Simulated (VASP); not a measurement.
Set up this calculation in VASP 6.6.1, as the native input.

- Task: single point
- Functional: PBE-based screened hybrid with 50 % exact exchange
- Potentials or basis: VASP PAW PBE potentials, release 64 (Bi_d, Te)
- Cutoff: 520 eV
- k mesh: 4 × 4 × 4
- Occupations: fermi-dirac, width 0.05 eV
- Spin: no spin polarisation
- Dipole correction: no
- Grid for exact exchange (PRECFOCK): Normal
- Share of exact exchange: 0.5
- Further INCAR settings: ALGO = Normal; EDIFF = 1e-06; NBANDS = 18
- Screening parameter: 0.2 1/Å

The system is BiTe.

```
CELL_PARAMETERS angstrom
2.42271 1.39875 3.31729
-2.42271 1.39875 3.31729
0.00000 -2.79750 3.31729
ATOMIC_POSITIONS crystal
Bi 0.50000 0.50000 0.50000
Te 0.00000 0.00000 0.00000
```

These files were run (other wordings do the same):

POSCAR

```
BiTe
1.0
    2.4227077728      1.3987509848      3.3172919545
   -2.4227077728      1.3987509848      3.3172919545
    0.0000000000     -2.7975019696      3.3172919545
Bi Te
1 1
Direct
    0.5000000000      0.5000000000      0.5000000000
    0.0000000000      0.0000000000      0.0000000000
```

INCAR.step1

```
PREC = Accurate ; ENCUT = 520
EDIFF = 1E-5 ; ISMEAR = -1
SIGMA = 0.05 ; LREAL = F
LASPH = T ; NELM = 60
ALGO = Normal ; ISIF = 2
LWAVE = T ; NBANDS = 18
GGA = PE
```

INCAR.step2

```
PREC = Accurate ; ENCUT = 520
EDIFF = 1E-6 ; ISMEAR = -1
SIGMA = 0.05 ; LREAL = F
LASPH = T ; NELM = 60
ALGO = Normal ; ISIF = 2
LWAVE = F ; LCHARG = T
GGA = PE ; LHFCALC = T
AEXX = 0.5 ; HFSCREEN = 0.2
PRECFOCK = Normal ; LELF = T
LVHAR = T ; NBANDS = 18
ISTART = 1
```

KPOINTS

```
Automatic mesh
0
Gamma
  4 4 4
```

Potentials or basis: VASP PAW PBE potentials, release 64 (Bi_d, Te).

Run with:

```sh
$ cat potpaw_PBE.64/Bi_d/POTCAR potpaw_PBE.64/Te/POTCAR > POTCAR
$ cp INCAR.step1 INCAR
$ mpirun -np 1 vasp_std > vasp.out
$ cp INCAR.step2 INCAR
$ mpirun -np 1 vasp_std > vasp.out
```

Results of the run:

* Pressure: -4.0 GPa
* Band gap on the k mesh: zero (an odd number of electrons rules out a gap without spin polarisation)

Caveat: the k points lie up to 0.41 Å⁻¹ apart, too coarse for converged energies and pressures of a metal; the PAW data sets were made with another functional, which shifts forces and pressure a little; spin-orbit coupling is left out, which moves the levels of the heavy elements.

Wall time 25 min on 1 thread of Intel Xeon 8259CL, on a shared host, peak memory 0.31 GiB.
